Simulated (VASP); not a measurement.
# Mg8O9 (a cell with a defect) in VASP: further runs, part 3 of 3

VASP 6.6.1. The steps go on from the part before.

## Step 5: Single point, LDA, collinear spin

INCAR

```
PREC = Accurate
ENCUT = 520
EDIFF = 1E-7
ISMEAR = -1
SIGMA = 0.05
LREAL = Auto
LASPH = T
NELM = 150
ALGO = Normal
ISIF = 2
LWAVE = F
LCHARG = T
ISPIN = 2
MAGMOM = 0 0 0 0 0 0 0 0 0 0 0 0 0 0 0 0 1
LORBIT = 11
LELF = T
LVHAR = T
NBANDS = 53
```

KPOINTS

```
regular mesh
0
Gamma
  2 2 2
```

POSCAR

```
Mg8O9
1.0
    0.0000000000      3.8990000000      3.8990000000
    3.8990000000      0.0000000000      3.8990000000
    3.8990000000      3.8990000000      0.0000000000
Mg O
8 9
Direct
    0.0059630675      0.0587714799     -0.0269171582
    0.0585406514      0.0487432675      0.4686971018
    0.0384585791      0.5735444986     -0.0630546294
    0.0329443447      0.5591048987      0.4775198769
    0.5342267248      0.0473326494     -0.0448704796
    0.5002436522      0.0541805591      0.4675942549
    0.4960759169      0.5623493203     -0.0681713260
    0.5347396768      0.5444601180      0.4425878430
    0.2870607848      0.2789561426      0.1871120800
    0.2658886894      0.2974352398      0.7166965889
    0.2931905617      0.7705950244      0.2148884329
    0.2758912542      0.8210310336      0.6826109259
    0.8050269300      0.1668889459      0.3049756348
    0.7798153373      0.2761733778      0.7153116184
    0.7962041549      0.7830212875      0.2116440113
    0.7589894845      0.7994614004      0.6928699667
    0.7545652731      0.4397922544      1.1075275712
```

Command:

```bash
$ cat potpaw_LDA.64/Mg/POTCAR potpaw_LDA.64/O/POTCAR > POTCAR
$ mpirun -np 1 vasp_std > vasp.out
```

Wall time 2.1 min (1 thread of AMD EPYC 9R45 (Zen 5), shared host); peak memory 0.23 GiB.

It converged, with:

```
Free energy                                           : -101.2159 eV
Pressure                                              : 85.9 GPa
Largest force                                         : 4.415 eV/Å
Band gap on the k mesh                                : 5.56 eV
Net moment                                            : 0.00 μB per cell
Valence electrons inside the program's atomic spheres : Mg 0.64, 0.84, 0.74, 0.67, 0.65, 0.76, 0.71; O 5.25, 5.24, 5.33, 5.30, 5.22, 5.31
```

Forces in eV/Å, atoms in the order of the input:
```
Mg  -1.134  1.135  0.606
Mg  -0.889 -2.350 -1.602
Mg  -0.262  0.386  2.123
Mg  -1.829 -2.307 -1.379
Mg  -2.441 -0.022 -1.803
Mg  -0.823  0.248 -0.486
Mg   0.157  0.541  0.739
Mg   0.827  1.717  0.207
O    2.752  0.072  1.733
O   -0.257  0.724  0.672
O    1.306 -2.436  0.841
O   -0.199  3.709 -2.388
O    0.496  0.760 -0.959
O    1.265 -0.960  1.658
O    0.599 -0.741 -0.123
O    2.082  1.744  0.468
O   -1.651 -2.221 -0.306
```

Stress tensor (GPa, compression positive):
```
70.48 -2.57  0.26
-2.57 95.12 -2.42
 0.26 -2.42 92.09
```

Levels at points of the mesh, in eV from the valence-band top:
Spin up:
| k point | band 31 | band 32 | band 33 | band 34 | band 35 | band 36 | band 37 | band 38 | band 39 | band 40 |
| --- | --- | --- | --- | --- | --- | --- | --- | --- | --- | --- |
| (0.00, 0.00, 0.00) | -1.96 | -1.94 | -1.54 | -1.37 | -1.25 | 5.56 | 6.77 | 7.20 | 7.31 | 7.37 |
| (0.50, 0.00, 0.00) | -2.19 | -1.94 | -1.81 | -1.49 | -0.17 | 7.13 | 7.35 | 7.93 | 8.45 | 8.68 |
| (0.00, 0.50, 0.00) | -1.93 | -1.83 | -1.34 | -0.72 | 0.00 | 5.91 | 7.24 | 7.79 | 8.44 | 8.91 |
| (0.00, 0.00, 0.50) | -1.99 | -1.84 | -1.69 | -1.46 | -0.39 | 6.29 | 7.39 | 7.53 | 8.55 | 8.86 |
| (0.50, 0.50, 0.50) | -2.15 | -2.08 | -1.78 | -1.46 | -0.32 | 7.22 | 7.44 | 7.95 | 8.62 | 8.69 |
| (0.50, 0.50, 0.00) | -2.40 | -1.92 | -1.66 | -0.98 | -0.21 | 6.17 | 8.51 | 8.84 | 9.21 | 9.31 |
| (0.00, 0.50, 0.50) | -2.40 | -2.32 | -2.02 | -0.48 | -0.06 | 7.11 | 8.50 | 8.75 | 8.89 | 9.26 |
| (0.50, 0.00, 0.50) | -2.35 | -1.97 | -1.55 | -1.09 | -0.01 | 6.11 | 8.54 | 8.80 | 9.14 | 9.48 |
Spin down:
```
           k point  band 33  band 34  band 35  band 36  band 37  band 38
(0.00, 0.00, 0.00)    -1.54    -1.37    -1.25     5.56     6.77     7.20
(0.50, 0.00, 0.00)    -1.81    -1.49    -0.17     7.13     7.35     7.93
(0.00, 0.50, 0.00)    -1.34    -0.72     0.00     5.91     7.24     7.79
(0.00, 0.00, 0.50)    -1.69    -1.46    -0.39     6.29     7.39     7.53
(0.50, 0.50, 0.50)    -1.78    -1.46    -0.32     7.22     7.44     7.95
(0.50, 0.50, 0.00)    -1.66    -0.98    -0.21     6.17     8.51     8.84
(0.00, 0.50, 0.50)    -2.02    -0.48    -0.06     7.11     8.50     8.75
(0.50, 0.00, 0.50)    -1.55    -1.09    -0.01     6.11     8.54     8.80
```

Caveat: the k points lie up to 0.70 Å⁻¹ apart.

## Step 6: Single point, LDA, collinear spin

INCAR

```
SYSTEM = Mg8O9
  PREC = Accurate
  ENCUT = 520
  EDIFF = 1E-7
  ISMEAR = -1
  SIGMA = 0.05
  LREAL = Auto
  LASPH = .True.
  NELM = 150
  ALGO = Normal
  ISIF = 2
  LWAVE = .False.
  LCHARG = .False.
  ISPIN = 2
  MAGMOM = 0 0 0 0 0 0 0 0 0 0 0 0 0 0 0 0 1
  LORBIT = 11
  GGA = CA
  NBANDS = 53
```

KPOINTS

```
Automatic mesh
0
Gamma
  2 2 2
  0 0 0
```

POSCAR

```
Mg8O9
1.0
    0.0000000000      3.8990000000      3.8990000000
    3.8990000000      0.0000000000      3.8990000000
    3.8990000000      3.8990000000      0.0000000000
Mg O
8 9
Direct
    0.0005129520      0.0811490126     -0.0786355476
    0.0625929726     -0.0040651449      0.4907540395
    0.0660810464      0.5393305976     -0.0342780200
    0.0209412670      0.5428186715      0.4873685560
    0.5348166196      0.0689022826     -0.0745447551
    0.4897537830      0.0413567581      0.4775455245
    0.5061297769      0.5613747115     -0.0428058477
    0.5501025904      0.5617466017      0.4345857912
    0.2793408566      0.2844703770      0.2129392152
    0.2815593742      0.2837907156      0.6913567581
    0.2779815337      0.8084508848      0.1890100026
    0.2680174404      0.7906642729      0.7153372660
    0.7658117466      0.2033854835      0.3329571685
    0.7489612721      0.3362400616      0.7008463709
    0.7863041806      0.7793023852      0.2141831239
    0.7518850987      0.8125160298      0.7057450628
    0.8116183637      0.4193895871      1.0612208259
```

Potentials or basis: VASP PAW LDA potentials, release 64 (Mg, O).

Command:

```bash
$ cat potpaw_LDA.64/Mg/POTCAR potpaw_LDA.64/O/POTCAR > POTCAR
$ mpirun -np 1 vasp_std > vasp.out
```

Wall time 2.3 min (1 thread of AMD EPYC 9R45 (Zen 5), shared host); peak memory 0.23 GiB.

The run converged. Its results:

```
Free energy                                           : -100.1428 eV
Pressure                                              : 87.7 GPa
Largest force                                         : 6.396 eV/Å
Band gap on the k mesh                                : 5.31 eV
Net moment                                            : 0.00 μB per cell
Valence electrons inside the program's atomic spheres : Mg 0.62, 0.76, 0.88, 0.65, 0.63, 0.78, 0.77, 0.68; O 5.24, 5.27, 5.19, 5.35, 5.22, 5.29, 5.31
```

Forces in eV/Å, atoms in the order of the input:
```
Mg   1.854  4.177 -1.430
Mg  -0.626 -6.365  0.018
Mg   0.265  0.495  4.413
Mg  -0.270 -2.601  1.960
Mg   0.053  0.864 -2.267
Mg  -2.701  1.266  1.101
Mg   1.010 -1.540 -0.190
Mg  -1.073 -1.673 -2.694
O    0.200  0.802  0.098
O    3.014  0.435  1.104
O    0.944  0.723 -0.714
O   -0.046  2.591  0.904
O   -0.808  0.814 -0.170
O   -1.543  1.689 -0.958
O    1.212 -1.231  3.208
O   -0.715  1.281  1.076
O   -0.771 -1.727 -5.457
```

Stress tensor (GPa, compression positive):
```
67.38  1.95 -1.05
 1.95 97.58  2.49
-1.05  2.49 98.26
```

Levels at points of the mesh, in eV from the valence-band top:
Spin up:
```
           k point  band 33  band 34  band 35  band 36  band 37  band 38
(0.00, 0.00, 0.00)    -1.59    -1.47    -1.42     5.31     6.51     6.68
(0.50, 0.00, 0.00)    -1.90    -1.64    -0.21     6.73     7.07     7.40
(0.00, 0.50, 0.00)    -1.49    -1.24    -0.36     5.68     7.25     7.40
(0.00, 0.00, 0.50)    -1.29    -1.07    -0.07     5.39     6.99     7.28
(0.50, 0.50, 0.50)    -1.78    -1.56    -0.41     6.70     6.91     7.76
(0.50, 0.50, 0.00)    -1.38    -1.11    -0.06     5.52     7.91     8.53
(0.00, 0.50, 0.50)    -1.89    -0.73     0.00     6.70     8.08     8.39
(0.50, 0.00, 0.50)    -1.54    -1.04    -0.31     5.60     7.91     8.72
```
Spin down:
```tsv
k point	band 31	band 32	band 33	band 34	band 35	band 36	band 37	band 38	band 39	band 40
(0.00, 0.00, 0.00)	-1.96	-1.79	-1.59	-1.47	-1.42	5.31	6.51	6.68	6.86	7.05
(0.50, 0.00, 0.00)	-2.22	-2.04	-1.90	-1.64	-0.21	6.73	7.07	7.40	8.29	8.60
(0.00, 0.50, 0.00)	-2.08	-1.75	-1.49	-1.24	-0.36	5.68	7.25	7.40	8.24	8.54
(0.00, 0.00, 0.50)	-2.13	-1.76	-1.29	-1.07	-0.07	5.39	6.99	7.28	8.16	8.31
(0.50, 0.50, 0.50)	-2.32	-1.90	-1.78	-1.56	-0.41	6.70	6.91	7.76	8.09	8.52
(0.50, 0.50, 0.00)	-2.49	-2.07	-1.38	-1.11	-0.06	5.52	7.91	8.53	8.70	9.02
(0.00, 0.50, 0.50)	-2.59	-2.20	-1.89	-0.73	0.00	6.70	8.08	8.39	8.63	8.82
(0.50, 0.00, 0.50)	-2.32	-2.02	-1.54	-1.04	-0.31	5.60	7.91	8.72	8.93	9.07
```

Caveat: the k points lie up to 0.70 Å⁻¹ apart.
